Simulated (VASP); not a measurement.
Here is a VASP 6.6.1 calculation.

File INCAR:

```
ALGO = Normal
EDIFF = 1E-6
ENCUT = 520
GGA = PE
ISIF = 2
ISMEAR = -1
LASPH = True
LCHARG = False
LREAL = False
LWAVE = False
NBANDS = 12
NELM = 80
PREC = Accurate
SIGMA = 0.08
```

The input KPOINTS:

```
k-points
0
Gamma
  17 17 17
```

The input POSCAR:

```
Ga
1.0
   -1.5648090352      1.5648090352      1.5648090352
    1.5648090352     -1.5648090352      1.5648090352
    1.5648090352      1.5648090352     -1.5648090352
Ga
1
Direct
    0.0000000000      0.0000000000      0.0000000000
```

Potentials or basis: VASP PAW PBE potentials, release 64 (Ga_d).

Command:

```console
$ cat potpaw_PBE.64/Ga_d/POTCAR > POTCAR
$ mpirun -np 1 vasp_std > vasp.out
```

(1) Predict the pressure.

Answers

(1) 19.1 GPa.
